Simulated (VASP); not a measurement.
# Rh (Fm-3m) in VASP: notebook

The runs below take Rh through single point, with LDA.

Everything below comes from runs of VASP 6.6.1. Logs are shortened: lines on timing, memory, paths and dates and some standing lists are left out, and cuts for length are marked.

## (1) The cell of the first run

The structure is cubic, space group Fm-3m (No. 225). Conventional cell: a = 3.514 Å, b = 3.514 Å, c = 3.514 Å, α = 90.00°, β = 90.00°, γ = 90.00°. Within 3.3 Å of Rh (site symmetry m-3m) lie 12 Rh at 2.48 Å.

## (2) Single point, LDA, collinear spin, ferromagnetic start (10.85 Å³/atom)

INCAR

```
SYSTEM = Rh
ALGO     = Fast           ! electronic algorithm
EDIFF    = 1E-7           ! SCF threshold, eV
ENCUT    = 520            ! plane-wave cutoff, eV
GGA      = CA             ! functional
ISIF     = 2              ! what is computed and relaxed
ISMEAR   = 0              ! smearing method
ISPIN    = 2              ! spin polarisation
LASPH    = .True.         ! aspherical terms in the spheres
LCHARG   = .True.         ! write CHGCAR
LELF     = .True.         ! ELF
LMAXMIX  = 4              ! l up to which the mixer works
LORBIT   = 11             ! projections on sites
LREAL    = .False.        ! projectors in reciprocal space
LVHAR    = .True.       
LWAVE    = .False.        ! write WAVECAR
MAGMOM   = 0.5            ! initial moments
NBANDS   = 18             ! bands
NELM     = 150            ! most SCF steps
NUPDOWN  = 0.5            ! fixed moment
PREC     = Accurate       ! precision mode
SIGMA    = 0.15           ! smearing width, eV
```

KPOINTS

```
k-points
0
Gamma
  22 22 22
  0 0 0
```

POSCAR

```
Rh
1.0
    0.0000000000      1.7568979448      1.7568979448
    1.7568979448      0.0000000000      1.7568979448
    1.7568979448      1.7568979448      0.0000000000
Rh
1
Direct
    0.0000000000      0.0000000000      0.0000000000
```

Potentials or basis: VASP PAW LDA potentials, release 64 (Rh_pv).

Run with:

```bash
$ cat potpaw_LDA.64/Rh_pv/POTCAR > POTCAR
$ mpirun -np 1 vasp_std > vasp.out
```

OUTCAR:

```text
SYSTEM = Rh
   EDIFF = 1E-7
   ENCUT = 520
   GGA = CA
   ISIF = 2
   ISMEAR = 0
   ISPIN = 2
   LASPH = .True.
   LORBIT = 11
   LREAL = .False.
   NELM = 150
   NUPDOWN = 0.5
   PREC = Accurate

 ion  position               nearest neighbor table
   1  0.000  0.000  0.000-

  LATTYP: Found a face centered cubic cell.
 ALAT       =     3.5137958896

  Lattice vectors:

 A1 = (   0.0000000000,   1.7568979448,   1.7568979448)
 A2 = (   1.7568979448,   0.0000000000,   1.7568979448)
 A3 = (   1.7568979448,   1.7568979448,   0.0000000000)

Analysis of symmetry for initial positions (statically):
=====================================================================
 Subroutine PRICEL returns:
 Original cell was already a primitive cell.

 Routine SETGRP: Setting up the symmetry group for a
 face centered cubic supercell.

 Subroutine GETGRP returns: Found 48 space group operations
 (whereof 48 operations were pure point group operations)
 out of a pool of 48 trial point group operations.

The static configuration has the point symmetry O_h .

Analysis of symmetry for dynamics (positions and initial velocities):
=====================================================================
 Subroutine PRICEL returns:
 Original cell was already a primitive cell.

 Routine SETGRP: Setting up the symmetry group for a
 face centered cubic supercell.

 Subroutine GETGRP returns: Found 48 space group operations
 (whereof 48 operations were pure point group operations)
 out of a pool of 48 trial point group operations.

The dynamic configuration has the point symmetry O_h .

Analysis of structural, dynamic, and magnetic symmetry:
=====================================================================
 Subroutine PRICEL returns:
 Original cell was already a primitive cell.

 Routine SETGRP: Setting up the symmetry group for a
 face centered cubic supercell.

 Subroutine GETGRP returns: Found 48 space group operations
 (whereof 48 operations were pure point group operations)
 out of a pool of 48 trial point group operations.

The overall configuration has the point symmetry O_h .

 Subroutine INISYM returns: Found 48 space group operations
 (whereof 48 operations are pure point group operations),
 and found     1 'primitive' translations

----------------------------------------------------------------------------------------

                                     Primitive cell

  volume of cell :      10.8460

  direct lattice vectors                    reciprocal lattice vectors
     0.000000000  1.756897945  1.756897945    -0.284592512  0.284592512  0.284592512
     1.756897945  0.000000000  1.756897945     0.284592512 -0.284592512  0.284592512
     1.756897945  1.756897945  0.000000000     0.284592512  0.284592512 -0.284592512

  length of vectors
     2.484628901  2.484628901  2.484628901     0.492928691  0.492928691  0.492928691

  position of ions in fractional coordinates (direct lattice)
     0.000000000  0.000000000  0.000000000

  ion indices of the primitive-cell ions
   primitive index   ion index
                 1           1

----------------------------------------------------------------------------------------

 KPOINTS: k-points

Automatic generation of k-mesh.
 Grid dimensions read from file:
 generate k-points for:   22   22   22

 Generating k-lattice:

  Cartesian coordinates                     Fractional coordinates (reciprocal lattice)
    -0.012936023  0.012936023  0.012936023     0.045454545  0.000000000  0.000000000
     0.012936023 -0.012936023  0.012936023     0.000000000  0.045454545  0.000000000
     0.012936023  0.012936023 -0.012936023     0.000000000  0.000000000  0.045454545

  Length of vectors
     0.022405850  0.022405850  0.022405850

  Shift w.r.t. Gamma in fractional coordinates (k-lattice)
     0.000000000  0.000000000  0.000000000

 Subroutine IBZKPT returns following result:
 ===========================================

 Found    328 irreducible k-points:

 Following reciprocal coordinates:
            Coordinates               Weight
  0.000000  0.000000  0.000000      1.000000
  0.045455  0.000000  0.000000      8.000000
  0.090909  0.000000  0.000000      8.000000
  0.136364  0.000000  0.000000      8.000000
  0.181818  0.000000  0.000000      8.000000
  0.227273  0.000000  0.000000      8.000000
[... 16 lines left out ...]
  0.500000  0.045455  0.000000     24.000000
 -0.454545  0.045455  0.000000     24.000000
 [... further k-points ...]
   k-points           NKPTS =    328   k-points in BZ     NKDIM =    328   number of bands    NBANDS=     18
   number of dos      NEDOS =    301   number of ions     NIONS =      1
   total plane-waves  NPLWV =   5832
   dimension x,y,z NGX =    18 NGY =   18 NGZ =   18
   dimension x,y,z NGXF=    36 NGYF=   36 NGZF=   36
   ions per type =               1
   NGX,Y,Z   is equivalent  to a cutoff of  12.04, 12.04, 12.04 a.u.
   NGXF,Y,Z  is equivalent  to a cutoff of  24.09, 24.09, 24.09 a.u.
 SYSTEM =  Rh
   PREC   = accura    normal or accurate (medium, high low for compatibility)
   ISTART =      0    job   : 0-new  1-cont  2-samecut
   ICHARG =      2    charge: 1-file 2-atom 10-const
   ISPIN  =      2    spin polarized calculation?
   LNONCOLLINEAR =      F non collinear calculations
   LSORBIT =      F    spin-orbit coupling
   LASPH  =      T    aspherical Exc in radial PAW
   ENCUT  =  520.0 eV  38.22 Ry    6.18 a.u.   4.62  4.62  4.62*2*pi/ulx,y,z
   NELM   =    150;   NELMIN=  2; NELMDL= -5     # of ELM steps
   EDIFF  = 0.1E-06   stopping-criterion for ELM
   LREAL  =      F    real-space projection
   EDIFFG = 0.1E-05   stopping-criterion for IOM
   NSW    =      0    number of steps for IOM
   IBRION =     -1    ionic relax: 0-MD 1-quasi-New 2-CG
   NFREE  =      0    steps in history (QN), initial steepest desc. (CG)
   ISIF   =      2    stress and relaxation
   ISYM   =      2    0-nonsym 1-usesym 2-fastsym
   POTIM  = 0.5000    time-step for ionic-motion
   TEBEG  =    0.0;   TEEND  =   0.0 temperature during run
   PSTRESS=    0.0 pullay stress
   NELECT =      15.0000    total number of electrons
   NUPDOWN=       0.5000    fix difference up-down
   EMIN   =  10.00;   EMAX   =-10.00  energy-range for DOS
   EFERMI =   0.00;   METHOD = LEGACY
   ISMEAR =     0;   SIGMA  =   0.15  broadening in eV -4-tet -1-fermi 0-gaus
   EFERMI_NEDOS =   21; number of points for ismear=-14 and -15
   IALGO  =     68    algorithm
   IMIX   =      4    mixing-type and parameters
     AMIX     =   0.40;   BMIX     =  1.00
     AMIX_MAG =   1.60;   BMIX_MAG =  1.00
  volume/ion in A,a.u.               =      10.85        73.19
  Fermi-wavevector in a.u.,A,eV,Ry     =   1.823960  3.446785 45.264287  3.326831
  Thomas-Fermi vector in A             =   2.879795
   LORBIT       =     11    0 simple, 1 ext, 2 COOP (PROOUT), +10 PAW based schemes
   GGA     = CA    functional components
   LHFCALC =     F    Hartree Fock is set to
   AEXX    =    0.0000 exact exchange contribution
   IVDW    =     0    specifies the selected vdW correction
   LEPSILON=     F    determine dielectric tensor
   LRPA    =     F    only Hartree local field effects (RPA)
 spin polarized calculation
 RMM-DIIS sequential band-by-band and
 Gauss-broadening in eV      SIGMA  =   0.15
  energy-cutoff  :      520.00
  volume of cell :       10.85
 maximum number of plane-waves:       305
   NGX =  9   NGY =  9   NGZ =  9

 number of electron      14.9999993 magnetization       0.5000000

 Free energy of the ion-electron system (eV)
  ---------------------------------------------------
  ext. energy  EPLUGINS =         0.00000000
  ---------------------------------------------------
  free energy    TOTEN  =        -7.93554678 eV

  energy without entropy =       -7.92463656  energy(sigma->0) =       -7.93009167

 E-fermi :  16.2434     XC(G=0): -15.9096

 val. band max:       17.0464050128   @ k =  -0.4545   0.4545   0.0000
 cond. band min:      16.2498437756   @ k =  -0.1818   0.0909   0.0000
 fundamental gap:     -0.7965612371
 Fermi energy:        17.0514448568

 spin component 1

 k-point     1 :       0.0000    0.0000    0.0000
  band No.  band energies     occupation
      1     -30.0542      1.00000
      2     -30.0542      1.00000
      3     -30.0542      1.00000
      4       6.7834      1.00000
      5      12.0768      1.00000
      6      12.0768      1.00000
[... 10 lines left out ...]
     17      55.0920      0.00000
     18      55.0920      0.00000

 k-point     2 :       0.0455    0.0000    0.0000
  band No.  band energies     occupation
      1     -30.0897      1.00000
      2     -30.0586      1.00000
      3     -30.0586      1.00000
      4       6.8907      1.00000
      5      12.0203      1.00000
      6      12.1232      1.00000
[... 10 lines left out ...]
     17      54.7149      0.00000
     18      54.7149      0.00000
[... 442 lines left out ...]
 k-point    24 :      -0.4545    0.0455    0.0000
  band No.  band energies     occupation
      1     -31.6717      1.00000
      2     -30.2969      1.00000
      3     -30.2708      1.00000
      4       8.2294      1.00000
      5      11.8715      1.00000
      6      12.0158      1.00000
[... 10 lines left out ...]
     17      53.0413      0.00000
     18      59.7773      0.00000

 [... further k-points ...]

 spin component 2

 k-point     1 :       0.0000    0.0000    0.0000
  band No.  band energies     occupation
      1     -29.6912      1.00000
      2     -29.6912      1.00000
      3     -29.6912      1.00000
      4       6.9191      1.00000
      5      12.3769      1.00000
      6      12.3769      1.00000
[... 10 lines left out ...]
     17      55.2829      0.00000
     18      55.2829      0.00000

 k-point     2 :       0.0455    0.0000    0.0000
  band No.  band energies     occupation
      1     -29.7270      1.00000
      2     -29.6957      1.00000
      3     -29.6957      1.00000
      4       7.0266      1.00000
      5      12.3191      1.00000
      6      12.4235      1.00000
[... 10 lines left out ...]
     17      54.9066      0.00000
     18      54.9066      0.00000
[... 442 lines left out ...]
 k-point    24 :      -0.4545    0.0455    0.0000
  band No.  band energies     occupation
      1     -31.3206      1.00000
      2     -29.9354      1.00000
      3     -29.9091      1.00000
      4       8.4619      1.00000
      5      12.1734      1.00000
      6      12.3203      1.00000
[... 10 lines left out ...]
     17      53.1838      0.00000
     18      59.9560      0.00000

 [... further k-points ...]
[... 5 lines left out ...]
  --------------------------------------------------------------------------------------
  -------------------------------------------------------------------------------------
  Total        7.3622366      7.3622366      7.3622366      0.0000000     -0.0000000      0.0000000
  in kB     1087.5538049   1087.5538049   1087.5538049      0.0000000     -0.0000000      0.0000000
  external PRESSURE =    1087.5538049 kB  Pullay stress =       0.0000000 kB

 VOLUME and BASIS-vectors are now :
 -----------------------------------------------------------------------------
  energy-cutoff  :      520.00
  volume of cell :       10.85
      direct lattice vectors                 reciprocal lattice vectors
     0.000000000  1.756897945  1.756897945    -0.284592512  0.284592512  0.284592512
     1.756897945  0.000000000  1.756897945     0.284592512 -0.284592512  0.284592512
     1.756897945  1.756897945  0.000000000     0.284592512  0.284592512 -0.284592512

 POSITION                                       TOTAL-FORCE (eV/Angst)
 -----------------------------------------------------------------------------------
      0.00000      0.00000      0.00000         0.000000      0.000000      0.000000
 -----------------------------------------------------------------------------------
    total drift:                                0.000000     -0.000000     -0.000000

  FREE ENERGIE OF THE ION-ELECTRON SYSTEM (eV)
  ---------------------------------------------------
  free  energy   TOTEN  =        -7.9355467756 eV

  energy  without entropy=       -7.9246365634  energy(sigma->0) =       -7.93009167

 total charge

# of ion       s       p       d       tot
------------------------------------------
    1        0.533   6.490   7.348  14.370

 magnetization (x)

# of ion       s       p       d       tot
------------------------------------------
    1        0.003   0.011   0.471   0.485
```

Run time: 53 s. Hardware: 1 thread of Intel Xeon 6975P-C (Granite Rapids), shared host; peak memory 0.18 GiB.

Results:

```
Free energy                                           : -7.9355 eV
Pressure                                              : 108.8 GPa
Net moment                                            : 0.50 μB per cell
Site moments                                          : Rh +0.48 μB
Valence electrons inside the program's atomic spheres : Rh 14.37
```

Caveat: the cell stands under pressure; the total moment is fixed, so each spin has its own Fermi level.

## (3) Single point, LDA, collinear spin, ferromagnetic start (10.85 Å³/atom)

INCAR

```
SYSTEM = Rh
ALGO = Normal
EDIFF = 1E-6
ENCUT = 520
GGA = CA
ISIF = 2
ISMEAR = 0
ISPIN = 2
LASPH = .TRUE.
LCHARG = .TRUE.
LELF = .TRUE.
LMAXMIX = 4
LORBIT = 11
LREAL = .FALSE.
LVHAR = .TRUE.
LWAVE = .FALSE.
MAGMOM = 0.75
NBANDS = 18
NELM = 150
NUPDOWN = 0.75
PREC = Accurate
SIGMA = 0.15
```

KPOINTS

```
k-points
0
G
  22 22 22
  0 0 0
```

POSCAR is that of step 2.

Potentials or basis: VASP PAW LDA potentials, release 64 (Rh_pv).

Run with:

```bash
$ cat potpaw_LDA.64/Rh_pv/POTCAR > POTCAR
$ mpirun -np 1 vasp_std > vasp.out
```

OUTCAR:

```text
SYSTEM = Rh
   EDIFF = 1E-6
   ENCUT = 520
   GGA = CA
   ISIF = 2
   ISMEAR = 0
   ISPIN = 2
   LASPH = .TRUE.
   LORBIT = 11
   LREAL = .FALSE.
   NELM = 150
   NUPDOWN = 0.75
   PREC = Accurate

 ion  position               nearest neighbor table
   1  0.000  0.000  0.000-

  LATTYP: Found a face centered cubic cell.
 ALAT       =     3.5137958896

  Lattice vectors:

 A1 = (   0.0000000000,   1.7568979448,   1.7568979448)
 A2 = (   1.7568979448,   0.0000000000,   1.7568979448)
 A3 = (   1.7568979448,   1.7568979448,   0.0000000000)

Analysis of symmetry for initial positions (statically):
=====================================================================
 Subroutine PRICEL returns:
 Original cell was already a primitive cell.

 Routine SETGRP: Setting up the symmetry group for a
 face centered cubic supercell.

 Subroutine GETGRP returns: Found 48 space group operations
 (whereof 48 operations were pure point group operations)
 out of a pool of 48 trial point group operations.

[... 187 lines left out ...]
      3     -30.1114      1.00000
      4       6.7480      1.00000
      5      12.0229      1.00000
      6      12.0229      1.00000
[... 493 lines left out ...]
     17      53.0086      0.00000
     18      59.7339      0.00000

 [... further k-points ...]

 spin component 2

 k-point     1 :       0.0000    0.0000    0.0000
  band No.  band energies     occupation
      1     -29.5696      1.00000
      2     -29.5696      1.00000
      3     -29.5696      1.00000
      4       6.9551      1.00000
      5      12.4735      1.00000
      6      12.4735      1.00000
[... 493 lines left out ...]
     17      53.2261      0.00000
     18      59.9964      0.00000

 [... further k-points ...]

------------------------ aborting loop because EDIFF is reached ----------------------------------------

  FORCE on cell =-STRESS in cart. coord.  units (eV):
  Direction    XX          YY          ZZ          XY          YZ          ZX
  --------------------------------------------------------------------------------------
  -------------------------------------------------------------------------------------
  Total        7.6469612      7.6469612      7.6469612      0.0000000      0.0000000      0.0000000
  in kB     1129.6134798   1129.6134798   1129.6134798      0.0000000      0.0000000      0.0000000
  external PRESSURE =    1129.6134798 kB  Pullay stress =       0.0000000 kB

 VOLUME and BASIS-vectors are now :
 -----------------------------------------------------------------------------
  energy-cutoff  :      520.00
  volume of cell :       10.85
      direct lattice vectors                 reciprocal lattice vectors
     0.000000000  1.756897945  1.756897945    -0.284592512  0.284592512  0.284592512
     1.756897945  0.000000000  1.756897945     0.284592512 -0.284592512  0.284592512
     1.756897945  1.756897945  0.000000000     0.284592512  0.284592512 -0.284592512

 POSITION                                       TOTAL-FORCE (eV/Angst)
 -----------------------------------------------------------------------------------
      0.00000      0.00000      0.00000         0.000000      0.000000      0.000000
 -----------------------------------------------------------------------------------
    total drift:                                0.000000     -0.000000     -0.000000

  FREE ENERGIE OF THE ION-ELECTRON SYSTEM (eV)
  ---------------------------------------------------
  free  energy   TOTEN  =        -7.8131081032 eV

  energy  without entropy=       -7.7990188005  energy(sigma->0) =       -7.80606345

 total charge

# of ion       s       p       d       tot
------------------------------------------
    1        0.533   6.488   7.351  14.373

 magnetization (x)

# of ion       s       p       d       tot
------------------------------------------
    1        0.005   0.019   0.703   0.727
```

OSZICAR:

```text
N       E                     dE             d eps       ncg     rms          rms(c)
DAV:   1     0.128542138257E+03    0.12854E+03   -0.76926E+03 24168   0.932E+02
DAV:   2    -0.576466021972E+01   -0.13431E+03   -0.12680E+03 25076   0.304E+02
DAV:   3    -0.824411061541E+01   -0.24795E+01   -0.24662E+01 26686   0.431E+01
DAV:   4    -0.825012348829E+01   -0.60129E-02   -0.60124E-02 25944   0.215E+00
DAV:   5    -0.825014391207E+01   -0.20424E-04   -0.20424E-04 25574   0.114E-01    0.211E+01
DAV:   6    -0.786353130004E+01    0.38661E+00   -0.26762E-01 24684   0.773E+00    0.962E+00
DAV:   7    -0.781766691304E+01    0.45864E-01   -0.23700E-02 25958   0.213E+00    0.367E+00
DAV:   8    -0.781438518466E+01    0.32817E-02   -0.22979E-03 24998   0.526E-01    0.167E+00
DAV:   9    -0.781310693627E+01    0.12782E-02   -0.14164E-03 25586   0.511E-01    0.136E-01
DAV:  10    -0.781310528260E+01    0.16537E-05   -0.38905E-05 24866   0.636E-02    0.186E-02
DAV:  11    -0.781310715995E+01   -0.18773E-05   -0.13344E-06 22928   0.134E-02    0.169E-02
DAV:  12    -0.781310810321E+01   -0.94327E-06   -0.20409E-07 14214   0.438E-03
   1 F= -.78131081E+01 E0= -.78060635E+01  d E =-.140893E-01  mag=     0.7500
```

Wall time 46 s (1 thread of Intel Xeon 6975P-C (Granite Rapids), shared host); peak memory 0.19 GiB.

Results:

| Property | Result |
| --- | --- |
| Free energy | -7.8131 eV |
| Pressure | 113.0 GPa |
| Net moment | 0.75 μB per cell |
| Site moments | Rh +0.73 μB |
| Valence electrons inside the program's atomic spheres | Rh 14.37 |

Caveat: the cell stands under pressure; the total moment is fixed, so each spin has its own Fermi level.

## (4) Single point, LDA, collinear spin, ferromagnetic start (10.85 Å³/atom)

INCAR

```
PREC = Accurate ; ENCUT = 520
EDIFF = 1E-6 ; ISMEAR = 0
SIGMA = 0.15 ; LREAL = False
LASPH = True ; NELM = 150
ALGO = Normal ; ISIF = 2
LWAVE = False ; LCHARG = False
ISPIN = 2 ; MAGMOM = 0.25
LORBIT = 11 ; NUPDOWN = 0.25
LMAXMIX = 4 ; GGA = CA
NBANDS = 18
```

KPOINTS

```
regular mesh
0
Gamma
  22 22 22
```

POSCAR is that of step 3.

Run with:

```bash
$ cat potpaw_LDA.64/Rh_pv/POTCAR > POTCAR
$ mpirun -np 1 vasp_std > vasp.out
```

It took 38 s on 1 thread of Intel Xeon 6975P-C (Granite Rapids), shared host; peak memory 0.19 GiB.

Results (log left out):

```yaml
Free_energy: -8.0125 eV
Pressure: 106.2 GPa
Net_moment: 0.25 μB per cell
Site_moments: Rh +0.24 μB
Valence_electrons_inside_the_program's_atomic_spheres: Rh 14.37
```

Caveat: the cell stands under pressure; the total moment is fixed, so each spin has its own Fermi level.

(Continued in part 2 of 2.)
